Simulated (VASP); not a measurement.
# CdSe (P6_3mc) in VASP: notebook, part 2 of 2

VASP 6.6.1. Earlier steps stand in the parts before.

## Step 4: Single point, PBEsol (strained cell)

INCAR reads:

```
  ALGO = Normal
  EDIFF = 1E-6
  ENCUT = 500
  GGA = PS
  GGA_COMPAT = False
  ISIF = 2
  ISMEAR = 0
  LASPH = True
  LCHARG = False
  LREAL = False
  LWAVE = False
  NBANDS = 26
  NELM = 120
  PREC = Accurate
  SIGMA = 0.02
```

KPOINTS reads:

```
k-points
0
Gamma
  9 9 4
```

POSCAR reads:

```
CdSe
1.0
    4.1386337162      0.0000000000      0.0000000000
   -2.0693168581      3.5841619352      0.0000000000
    0.0000000000      0.0000000000      7.2654125876
Cd Se
2 2
Direct
    0.3333333333      0.6666666667      0.0081963595
    0.6666666667      0.3333333333      0.5081963595
    0.3333333333      0.6666666667      0.3678036405
    0.6666666667      0.3333333333      0.8678036405
```

Potentials or basis: VASP PAW PBE potentials, release 64 (Cd, Se).

Run with:

```bash
cat potpaw_PBE.64/Cd/POTCAR potpaw_PBE.64/Se/POTCAR > POTCAR
mpirun -np 1 vasp_std > vasp.out
```

OUTCAR:

```text
EDIFF = 1E-6
   ENCUT = 500
   GGA = PS
   ISIF = 2
   ISMEAR = 0
   LASPH = True
   LREAL = False
   NELM = 120
   PREC = Accurate

 ion  position               nearest neighbor table
   1  0.333  0.667  0.008-   4 2.60   4 2.60   4 2.60   3 2.61
   2  0.667  0.333  0.508-   3 2.60   3 2.60   3 2.60   4 2.61
   3  0.333  0.667  0.368-   2 2.60   2 2.60   2 2.60   1 2.61
   4  0.667  0.333  0.868-   1 2.60   1 2.60   1 2.60   2 2.61

  LATTYP: Found a hexagonal cell.
 ALAT       =     4.1386337162
 C/A-ratio  =     1.7555099305

  Lattice vectors:

 A1 = (   4.1386337162,   0.0000000000,   0.0000000000)
 A2 = (  -2.0693168581,   3.5841619352,   0.0000000000)
 A3 = (   0.0000000000,   0.0000000000,   7.2654125876)

Analysis of symmetry for initial positions (statically):
=====================================================================
 Subroutine PRICEL returns:
 Original cell was already a primitive cell.

 Routine SETGRP: Setting up the symmetry group for a
 hexagonal supercell.

 Subroutine GETGRP returns: Found 12 space group operations
 (whereof  6 operations were pure point group operations)
 out of a pool of 24 trial point group operations.

The static configuration has the point symmetry C_3v.
 The point group associated with its full space group is C_6v.

Analysis of symmetry for dynamics (positions and initial velocities):
=====================================================================
 Subroutine PRICEL returns:
 Original cell was already a primitive cell.

 Routine SETGRP: Setting up the symmetry group for a
 hexagonal supercell.

 Subroutine GETGRP returns: Found 12 space group operations
 (whereof  6 operations were pure point group operations)
 out of a pool of 24 trial point group operations.

The dynamic configuration has the point symmetry C_3v.
 The point group associated with its full space group is C_6v.

 Subroutine INISYM returns: Found 12 space group operations
 (whereof  6 operations are pure point group operations),
 and found     1 'primitive' translations

----------------------------------------------------------------------------------------

                                     Primitive cell

  volume of cell :     107.7717

  direct lattice vectors                    reciprocal lattice vectors
     4.138633716  0.000000000  0.000000000     0.241625635  0.139502625  0.000000000
    -2.069316858  3.584161935  0.000000000     0.000000000  0.279005251  0.000000000
     0.000000000  0.000000000  7.265412588     0.000000000  0.000000000  0.137638432

  length of vectors
     4.138633716  4.138633716  7.265412588     0.279005251  0.279005251  0.137638432

  position of ions in fractional coordinates (direct lattice)
     0.333333333  0.666666667  0.008196359
     0.666666667  0.333333333  0.508196359
     0.333333333  0.666666667  0.367803641
     0.666666667  0.333333333  0.867803641

  ion indices of the primitive-cell ions
   primitive index   ion index
                 1           1
                 2           2
                 3           3
                 4           4

----------------------------------------------------------------------------------------

 KPOINTS: k-points

Automatic generation of k-mesh.
 Grid dimensions read from file:
 generate k-points for:    9    9    4

 Generating k-lattice:

  Cartesian coordinates                     Fractional coordinates (reciprocal lattice)
     0.026847293  0.015500292  0.000000000     0.111111111 -0.000000000  0.000000000
     0.000000000  0.031000583  0.000000000     0.000000000  0.111111111  0.000000000
     0.000000000  0.000000000  0.034409608     0.000000000  0.000000000  0.250000000

  Length of vectors
     0.031000583  0.031000583  0.034409608

  Shift w.r.t. Gamma in fractional coordinates (k-lattice)
     0.000000000  0.000000000  0.000000000

 Subroutine IBZKPT returns following result:
 ===========================================

 Found     36 irreducible k-points:

 Following reciprocal coordinates:
            Coordinates               Weight
  0.000000  0.000000  0.000000      1.000000
  0.111111 -0.000000  0.000000      6.000000
  0.222222 -0.000000  0.000000      6.000000
  0.333333  0.000000  0.000000      6.000000
  0.444444 -0.000000  0.000000      6.000000
  0.111111  0.111111  0.000000      6.000000
[... 16 lines left out ...]
  0.333333  0.222222  0.250000     24.000000
  0.333333  0.333333  0.250000      4.000000
 [... further k-points ...]
   k-points           NKPTS =     36   k-points in BZ     NKDIM =     36   number of bands    NBANDS=     26
   number of dos      NEDOS =    301   number of ions     NIONS =      4
   total plane-waves  NPLWV =  48600
   dimension x,y,z NGX =    30 NGY =   30 NGZ =   54
   dimension x,y,z NGXF=    60 NGYF=   60 NGZF=  108
   ions per type =               2   2
   NGX,Y,Z   is equivalent  to a cutoff of  12.05, 12.05, 12.36 a.u.
   NGXF,Y,Z  is equivalent  to a cutoff of  24.10, 24.10, 24.71 a.u.
 SYSTEM =  unknown system
   PREC   = accura    normal or accurate (medium, high low for compatibility)
   ISTART =      0    job   : 0-new  1-cont  2-samecut
   ICHARG =      2    charge: 1-file 2-atom 10-const
   ISPIN  =      1    spin polarized calculation?
   LNONCOLLINEAR =      F non collinear calculations
   LSORBIT =      F    spin-orbit coupling
   LASPH  =      T    aspherical Exc in radial PAW
   ENCUT  =  500.0 eV  36.75 Ry    6.06 a.u.   7.55  7.55 13.25*2*pi/ulx,y,z
   NELM   =    120;   NELMIN=  2; NELMDL= -5     # of ELM steps
   EDIFF  = 0.1E-05   stopping-criterion for ELM
   LREAL  =      F    real-space projection
   EDIFFG = 0.1E-04   stopping-criterion for IOM
   NSW    =      0    number of steps for IOM
   IBRION =     -1    ionic relax: 0-MD 1-quasi-New 2-CG
   NFREE  =      0    steps in history (QN), initial steepest desc. (CG)
   ISIF   =      2    stress and relaxation
   ISYM   =      2    0-nonsym 1-usesym 2-fastsym
   POTIM  = 0.5000    time-step for ionic-motion
   TEBEG  =    0.0;   TEEND  =   0.0 temperature during run
   PSTRESS=    0.0 pullay stress
   NELECT =      36.0000    total number of electrons
   NUPDOWN=      -1.0000    fix difference up-down
   EMIN   =  10.00;   EMAX   =-10.00  energy-range for DOS
   EFERMI =   0.00;   METHOD = LEGACY
   ISMEAR =     0;   SIGMA  =   0.02  broadening in eV -4-tet -1-fermi 0-gaus
   EFERMI_NEDOS =   21; number of points for ismear=-14 and -15
   IALGO  =     38    algorithm
   IMIX   =      4    mixing-type and parameters
     AMIX     =   0.40;   BMIX     =  1.00
     AMIX_MAG =   1.60;   BMIX_MAG =  1.00
  volume/ion in A,a.u.               =      26.94       181.82
  Fermi-wavevector in a.u.,A,eV,Ry     =   1.135902  2.146543 17.555221  1.290272
  Thomas-Fermi vector in A             =   2.272607
   LORBIT       =      0    0 simple, 1 ext, 2 COOP (PROOUT), +10 PAW based schemes
   GGA     = PS    functional components
   LHFCALC =     F    Hartree Fock is set to
   AEXX    =    0.0000 exact exchange contribution
   IVDW    =     0    specifies the selected vdW correction
   LEPSILON=     F    determine dielectric tensor
   LRPA    =     F    only Hartree local field effects (RPA)
 non-spin polarized calculation
 Gauss-broadening in eV      SIGMA  =   0.02
  energy-cutoff  :      500.00
  volume of cell :      107.77
 maximum number of plane-waves:      2773
 NGX is ok and might be reduce to    30
   NGX = 15   NGY = 15   NGZ = 27

 number of electron      35.9999985 magnetization

 Free energy of the ion-electron system (eV)
  ---------------------------------------------------
  ext. energy  EPLUGINS =         0.00000000
  ---------------------------------------------------
  free energy    TOTEN  =       -12.25457337 eV

  energy without entropy =      -12.25457337  energy(sigma->0) =      -12.25457337

 E-fermi :   1.3759     XC(G=0):  -9.3031

 val. band max:        1.2925183698   @ k =   0.0000   0.0000   0.0000
 cond. band min:       1.6964183514   @ k =   0.0000   0.0000   0.0000
 fundamental gap:      0.4038999815
 Fermi energy:         1.3758939703

 k-point     1 :       0.0000    0.0000    0.0000
  band No.  band energies     occupation
      1     -11.6987      2.00000
      2     -11.3114      2.00000
      3      -6.9309      2.00000
      4      -6.8714      2.00000
      5      -6.8714      2.00000
      6      -6.7938      2.00000
[... 18 lines left out ...]
     25       8.4026      0.00000
     26       8.4403      0.00000
[... 644 lines left out ...]
      4      -6.7011      2.00000
      5      -6.7011      2.00000
      6      -6.6584      2.00000
[... 18 lines left out ...]
     25       9.9882      0.00000
     26       9.9883      0.00000

 [... further k-points ...]
[... 5 lines left out ...]
  --------------------------------------------------------------------------------------
  -------------------------------------------------------------------------------------
  Total        2.4976595      2.4976595      0.2660160      0.0000000      0.0000000      0.0000000
  in kB       37.1311949     37.1311949      3.9546985      0.0000000      0.0000000      0.0000000
  external PRESSURE =      26.0723627 kB  Pullay stress =       0.0000000 kB

 VOLUME and BASIS-vectors are now :
 -----------------------------------------------------------------------------
  energy-cutoff  :      500.00
  volume of cell :      107.77
      direct lattice vectors                 reciprocal lattice vectors
     4.138633716  0.000000000  0.000000000     0.241625635  0.139502625  0.000000000
    -2.069316858  3.584161935  0.000000000     0.000000000  0.279005251  0.000000000
     0.000000000  0.000000000  7.265412588     0.000000000  0.000000000  0.137638432

 POSITION                                       TOTAL-FORCE (eV/Angst)
 -----------------------------------------------------------------------------------
     -0.00000      2.38944      0.05955         0.000000     -0.000000      0.008786
      2.06932      1.19472      3.69226        -0.000000      0.000000      0.008786
     -0.00000      2.38944      2.67225        -0.000000     -0.000000     -0.008786
      2.06932      1.19472      6.30495         0.000000     -0.000000     -0.008786
 -----------------------------------------------------------------------------------
    total drift:                               -0.000000     -0.000000     -0.000666

  FREE ENERGIE OF THE ION-ELECTRON SYSTEM (eV)
  ---------------------------------------------------
  free  energy   TOTEN  =       -12.2545733714 eV

  energy  without entropy=      -12.2545733714  energy(sigma->0) =      -12.25457337
```

OSZICAR:

```text
N       E                     dE             d eps       ncg     rms          rms(c)
DAV:   1     0.237474705802E+03    0.23747E+03   -0.16896E+04  1872   0.122E+03
DAV:   2    -0.977747578450E+00   -0.23845E+03   -0.23082E+03  2076   0.309E+02
DAV:   3    -0.129353134530E+02   -0.11958E+02   -0.11899E+02  2216   0.697E+01
DAV:   4    -0.130275699528E+02   -0.92256E-01   -0.92173E-01  2122   0.580E+00
DAV:   5    -0.130281139105E+02   -0.54396E-03   -0.54393E-03  2090   0.423E-01    0.923E+00
DAV:   6    -0.122996385229E+02    0.72848E+00   -0.13202E+00  2384   0.125E+01    0.724E+00
DAV:   7    -0.122600472540E+02    0.39591E-01   -0.53140E-01  1984   0.386E+00    0.277E+00
DAV:   8    -0.122550593698E+02    0.49879E-02   -0.64385E-02  1964   0.264E+00    0.395E-01
DAV:   9    -0.122545364034E+02    0.52297E-03   -0.79056E-03  2074   0.107E+00    0.126E-01
DAV:  10    -0.122545275257E+02    0.88778E-05   -0.71943E-04  1986   0.291E-01    0.567E-02
DAV:  11    -0.122545772835E+02   -0.49758E-04   -0.13981E-04  1970   0.829E-02    0.207E-02
DAV:  12    -0.122545727566E+02    0.45269E-05   -0.43067E-05  2160   0.752E-02    0.992E-03
DAV:  13    -0.122545733714E+02   -0.61485E-06   -0.51517E-06  1922   0.221E-02
   1 F= -.12254573E+02 E0= -.12254573E+02  d E =-.197444E-11
```

It took 1.7 min on 1 thread of Intel Xeon 8259CL, shared host; peak memory 0.25 GiB.

What came out:

```yaml
Free_energy: -12.2546 eV
Pressure: 2.6 GPa
Largest_force: 0.009 eV/Å
Band_gap_on_the_k_mesh: 0.40 eV
```

Forces in eV/Å, atoms in the order of the input:
```
Cd   0.000  0.000  0.009
Cd   0.000  0.000  0.009
Se   0.000  0.000 -0.009
Se   0.000  0.000 -0.009
```

Stress tensor (GPa, compression positive):
```
3.71 0.00 0.00
0.00 3.71 0.00
0.00 0.00 0.40
```

Caveat: the cell differs from its parent crystal (strained cell); the PAW data sets were made with another functional, which shifts forces and pressure a little.

## Step 5: Summary

| cell | gap on the mesh (eV) | pressure (GPa) | largest force (eV/Å) |
| --- | --- | --- | --- |
| a = 4.139, b = 4.139, c = 7.181 Å, angles 90.0, 90.0, 120.0°, 4 atoms, atomic positions A | 0.47 | 3.4 | 0.01 |
| a = 4.139, b = 4.139, c = 7.240 Å, angles 90.0, 90.0, 120.0°, 4 atoms, atomic positions A | 0.42 | 2.9 | 0.01 |
| a = 4.139, b = 4.139, c = 7.265 Å, angles 90.0, 90.0, 120.0°, 4 atoms, atomic positions B | 0.40 | 2.6 | 0.01 |

Alike in all rows: task single point; level PBEsol; potentials or basis VASP PAW PBE potentials, release 64 (Cd, Se); no spin polarisation; k mesh 9 × 9 × 4; cutoff (eV) 500; smearing gaussian 0.02 eV.

Caveats: the PAW data sets were made with another functional, which shifts forces and pressure a little; the cell stands under pressure (at least some runs).

Total energies depend on the potentials used, so only differences within one code and one set of settings carry meaning.
